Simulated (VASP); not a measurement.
# KF (Fm-3m) in VASP: settings compared

KF is run at these levels: LDA, HSE06, r2SCAN+D4; tasks: single point.

Everything below comes from runs of VASP 6.6.1. Logs are shortened: lines on timing, memory, paths and dates and some standing lists are left out, and cuts for length are marked.

## Step 1: The cell of the first run

It takes space group Fm-3m (No. 225, cubic). The conventional cell has a = 5.344 Å, b = 5.344 Å, c = 5.344 Å, α = 90.00°, β = 90.00°, γ = 90.00°. K (site symmetry m-3m) has 6 F at 2.67 Å within 3.5 Å. Within 3.5 Å of F (site symmetry m-3m) lie 6 K at 2.67 Å.

## Step 2: Single point, LDA (19.07 Å³/atom)

File INCAR:

```
SYSTEM = KF
ALGO = Normal
EDIFF = 1E-6
ENCUT = 520
GGA = CA
ISIF = 2
ISMEAR = -1
LASPH = .TRUE.
LCHARG = .FALSE.
LREAL = .FALSE.
LWAVE = .FALSE.
NBANDS = 15
NELM = 100
PREC = Accurate
SIGMA = 0.05
```

File KPOINTS:

```
k-points
0
G
  9 9 9
  0 0 0
```

File POSCAR:

```
KF
1.0
    0.0000000000      2.6718500000      2.6718500000
    2.6718500000      0.0000000000      2.6718500000
    2.6718500000      2.6718500000      0.0000000000
K F
1 1
Direct
    0.0000000000      0.0000000000      0.0000000000
    0.5000000000      0.5000000000      0.5000000000
```

Potentials or basis: VASP PAW LDA potentials, release 64 (K_sv, F).

On the command line:

```
cat potpaw_LDA.64/K_sv/POTCAR potpaw_LDA.64/F/POTCAR > POTCAR
mpirun -np 1 vasp_std > vasp.out
```

OUTCAR:

```text
SYSTEM = KF
   EDIFF = 1E-6
   ENCUT = 520
   GGA = CA
   ISIF = 2
   ISMEAR = -1
   LASPH = .TRUE.
   LREAL = .FALSE.
   NELM = 100
   PREC = Accurate

 ion  position               nearest neighbor table
   1  0.000  0.000  0.000-   2 2.67   2 2.67   2 2.67   2 2.67   2 2.67   2 2.67
   2  0.500  0.500  0.500-   1 2.67   1 2.67   1 2.67   1 2.67   1 2.67   1 2.67

  LATTYP: Found a face centered cubic cell.
 ALAT       =     5.3437000000

  Lattice vectors:

 A1 = (   0.0000000000,   2.6718500000,   2.6718500000)
 A2 = (   2.6718500000,   0.0000000000,   2.6718500000)
 A3 = (   2.6718500000,   2.6718500000,   0.0000000000)

Analysis of symmetry for initial positions (statically):
=====================================================================
 Subroutine PRICEL returns:
 Original cell was already a primitive cell.

 Routine SETGRP: Setting up the symmetry group for a
 face centered cubic supercell.

 Subroutine GETGRP returns: Found 48 space group operations
 (whereof 48 operations were pure point group operations)
 out of a pool of 48 trial point group operations.

The static configuration has the point symmetry O_h .

Analysis of symmetry for dynamics (positions and initial velocities):
=====================================================================
 Subroutine PRICEL returns:
 Original cell was already a primitive cell.

 Routine SETGRP: Setting up the symmetry group for a
 face centered cubic supercell.

 Subroutine GETGRP returns: Found 48 space group operations
 (whereof 48 operations were pure point group operations)
 out of a pool of 48 trial point group operations.

The dynamic configuration has the point symmetry O_h .

 Subroutine INISYM returns: Found 48 space group operations
 (whereof 48 operations are pure point group operations),
 and found     1 'primitive' translations

----------------------------------------------------------------------------------------

                                     Primitive cell

  volume of cell :      38.1475

  direct lattice vectors                    reciprocal lattice vectors
     0.000000000  2.671850000  2.671850000    -0.187136254  0.187136254  0.187136254
     2.671850000  0.000000000  2.671850000     0.187136254 -0.187136254  0.187136254
     2.671850000  2.671850000  0.000000000     0.187136254  0.187136254 -0.187136254

  length of vectors
     3.778566507  3.778566507  3.778566507     0.324129500  0.324129500  0.324129500

  position of ions in fractional coordinates (direct lattice)
     0.000000000  0.000000000  0.000000000
     0.500000000  0.500000000  0.500000000

[... 87 lines left out ...]
   NELECT =      16.0000    total number of electrons
   NUPDOWN=      -1.0000    fix difference up-down
   EMIN   =  10.00;   EMAX   =-10.00  energy-range for DOS
   EFERMI =   0.00;   METHOD = LEGACY
   ISMEAR =    -1;   SIGMA  =   0.05  broadening in eV -4-tet -1-fermi 0-gaus
   EFERMI_NEDOS =   21; number of points for ismear=-14 and -15
   IALGO  =     38    algorithm
   IMIX   =      4    mixing-type and parameters
     AMIX     =   0.40;   BMIX     =  1.00
     AMIX_MAG =   1.60;   BMIX_MAG =  1.00
  volume/ion in A,a.u.               =      19.07       128.72
  Fermi-wavevector in a.u.,A,eV,Ry     =   1.225442  2.315750 20.431978  1.501708
  Thomas-Fermi vector in A             =   2.360480
   LORBIT       =      0    0 simple, 1 ext, 2 COOP (PROOUT), +10 PAW based schemes
   GGA     = CA    functional components
   LHFCALC =     F    Hartree Fock is set to
   AEXX    =    0.0000 exact exchange contribution
   IVDW    =     0    specifies the selected vdW correction
   LEPSILON=     F    determine dielectric tensor
   LRPA    =     F    only Hartree local field effects (RPA)
 non-spin polarized calculation
  energy-cutoff  :      520.00
  volume of cell :       38.15
 maximum number of plane-waves:      1037
   NGX = 13   NGY = 13   NGZ = 13

 number of electron      16.0000002 magnetization

 Free energy of the ion-electron system (eV)
  ---------------------------------------------------
  ext. energy  EPLUGINS =         0.00000000
  ---------------------------------------------------
  free energy    TOTEN  =        -9.03423188 eV

  energy without entropy =       -9.03423188  energy(sigma->0) =       -9.03423188

 E-fermi :  -2.0393     XC(G=0):  -9.1221

 val. band max:       -3.2322546638   @ k =   0.0000   0.0000   0.0000
 cond. band min:       2.5596804126   @ k =   0.0000   0.0000   0.0000
 fundamental gap:      5.7919350764
 Fermi energy:        -2.0393282226

 k-point     1 :       0.0000    0.0000    0.0000
  band No.  band energies     occupation
      1     -28.8634      2.00000
      2     -21.4483      2.00000
      3     -12.3357      2.00000
      4     -12.3357      2.00000
      5     -12.3357      2.00000
      6      -3.2323      2.00000
      7      -3.2323      2.00000
      8      -3.2323      2.00000
      9       2.5597      0.00000
     10       7.2823      0.00000
     11       7.2823      0.00000
     12       7.2823      0.00000
     13       9.0153      0.00000
     14       9.0153      0.00000
[... 401 lines left out ...]
      2     -21.4702      2.00000
      3     -12.9114      2.00000
      4     -12.5578      2.00000
      5     -12.5578      2.00000
      6      -3.4834      2.00000
      7      -3.2884      2.00000
      8      -3.2884      2.00000
      9       4.7198      0.00000
     10       6.6213      0.00000
     11       8.3176      0.00000
     12      10.3013      0.00000
     13      10.8344      0.00000
     14      10.8344      0.00000
     15      12.6894      0.00000

 [... further k-points ...]

------------------------ aborting loop because EDIFF is reached ----------------------------------------

  FORCE on cell =-STRESS in cart. coord.  units (eV):
  Direction    XX          YY          ZZ          XY          YZ          ZX
  --------------------------------------------------------------------------------------
  -------------------------------------------------------------------------------------
  Total       -0.8094828     -0.8094828     -0.8094828      0.0000000     -0.0000000      0.0000000
  in kB      -33.9978905    -33.9978905    -33.9978905      0.0000000     -0.0000000      0.0000000
  external PRESSURE =     -33.9978905 kB  Pullay stress =       0.0000000 kB

 VOLUME and BASIS-vectors are now :
 -----------------------------------------------------------------------------
  energy-cutoff  :      520.00
  volume of cell :       38.15
      direct lattice vectors                 reciprocal lattice vectors
     0.000000000  2.671850000  2.671850000    -0.187136254  0.187136254  0.187136254
     2.671850000  0.000000000  2.671850000     0.187136254 -0.187136254  0.187136254
     2.671850000  2.671850000  0.000000000     0.187136254  0.187136254 -0.187136254

 POSITION                                       TOTAL-FORCE (eV/Angst)
 -----------------------------------------------------------------------------------
      0.00000      0.00000      0.00000        -0.000000     -0.000000     -0.000000
      2.67185      2.67185      2.67185         0.000000      0.000000      0.000000
 -----------------------------------------------------------------------------------
    total drift:                                0.000000      0.000000      0.000000

  FREE ENERGIE OF THE ION-ELECTRON SYSTEM (eV)
  ---------------------------------------------------
  free  energy   TOTEN  =        -9.0342318825 eV

  energy  without entropy=       -9.0342318825  energy(sigma->0) =       -9.03423188
```

OSZICAR:

```text
N       E                     dE             d eps       ncg     rms          rms(c)
DAV:   1     0.116356176362E+03    0.11636E+03   -0.80984E+03  1065   0.103E+03
DAV:   2    -0.537504458807E+01   -0.12173E+03   -0.10772E+03  1367   0.293E+02
DAV:   3    -0.101042032777E+02   -0.47292E+01   -0.46989E+01  1368   0.517E+01
DAV:   4    -0.102372426197E+02   -0.13304E+00   -0.13301E+00  1405   0.866E+00
DAV:   5    -0.102394848331E+02   -0.22422E-02   -0.22422E-02  1393   0.887E-01    0.607E+00
DAV:   6    -0.911593980255E+01    0.11235E+01   -0.32012E+00  1120   0.145E+01    0.404E+00
DAV:   7    -0.906230383692E+01    0.53636E-01   -0.81726E-02  1302   0.221E+00    0.240E+00
DAV:   8    -0.903409696787E+01    0.28207E-01   -0.49233E-02  1288   0.215E+00    0.212E-01
DAV:   9    -0.903407612151E+01    0.20846E-04   -0.29092E-03  1197   0.472E-01    0.980E-02
DAV:  10    -0.903422835002E+01   -0.15223E-03   -0.26766E-04  1331   0.170E-01    0.508E-02
DAV:  11    -0.903423334956E+01   -0.49995E-05   -0.46113E-05  1416   0.763E-02    0.138E-02
DAV:  12    -0.903423175528E+01    0.15943E-05   -0.57106E-06  1328   0.272E-02    0.240E-03
DAV:  13    -0.903423188248E+01   -0.12721E-06   -0.35216E-07   875   0.543E-03
   1 F= -.90342319E+01 E0= -.90342319E+01  d E =-.159521E-10
```

stdout:

```text
POSCAR found type information on POSCAR K F
 POSCAR found :  2 types and       2 ions
 scaLAPACK will be used
 LDA part: xc-table for (Slater(with rela. corr.)+CA(PZ))
 , standard interpolation
 POSCAR, INCAR and KPOINTS ok, starting setup
 FFT: planning ... GRIDC
 FFT: planning ... GRID_SOFT
 FFT: planning ... GRID
 WAVECAR not read
 entering main loop
```

Run time: 29 s. Hardware: 1 thread of Intel Xeon 8259CL, shared host; peak memory 0.15 GiB.

Results:

- Free energy: -9.0342 eV
- Pressure: -3.4 GPa
- Band gap on the k mesh: 5.79 eV

Levels at points of the mesh, in eV from the valence-band top:
| k point | band 6 | band 7 | band 8 | band 9 | band 10 | band 11 |
| --- | --- | --- | --- | --- | --- | --- |
| (0.00, 0.00, 0.00) | 0.00 | 0.00 | 0.00 | 5.79 | 10.51 | 10.51 |

Caveat: the cell stands under tension; an odd mesh through Γ misses points on the zone boundary, where band edges can lie.

## Step 3: Single point, LDA (19.84 Å³/atom)

This run uses another cell than the first one, of 19.84 Å³/atom.

File INCAR:

```
SYSTEM = KF
PREC = Accurate
ENCUT = 520
EDIFF = 1E-7
ISMEAR = -1
SIGMA = 0.05
LREAL = .FALSE.
LASPH = .TRUE.
NELM = 100
ALGO = Normal
ISIF = 2
LWAVE = .FALSE.
LCHARG = .FALSE.
GGA = CA
NBANDS = 15
```

File KPOINTS:

```
Automatic mesh
0
G
  9 9 9
  0 0 0
```

File POSCAR:

```
KF
1.0
    0.0000000000      2.7070099531      2.7070099531
    2.7070099531      0.0000000000      2.7070099531
    2.7070099531      2.7070099531      0.0000000000
K F
1 1
Direct
    0.0000000000      0.0000000000      0.0000000000
    0.5000000000      0.5000000000      0.5000000000
```

Potentials or basis: VASP PAW LDA potentials, release 64 (K_sv, F).

On the command line:

```
cat potpaw_LDA.64/K_sv/POTCAR potpaw_LDA.64/F/POTCAR > POTCAR
mpirun -np 1 vasp_std > vasp.out
```

It took 33 s on 1 thread of Intel Xeon 8259CL, shared host; peak memory 0.15 GiB.

The run converged. Its results:

| Item | Value |
| --- | --- |
| Free energy | -8.9990 eV |
| Pressure | -4.3 GPa |
| Band gap on the k mesh | 5.60 eV |

Levels at points of the mesh, in eV from the valence-band top:
| k point | band 6 | band 7 | band 8 | band 9 | band 10 | band 11 |
| --- | --- | --- | --- | --- | --- | --- |
| (0.00, 0.00, 0.00) | 0.00 | 0.00 | 0.00 | 5.60 | 10.41 | 10.41 |

Caveat: the cell stands under tension; an odd mesh through Γ misses points on the zone boundary, where band edges can lie.

[end of part 1 of 2]
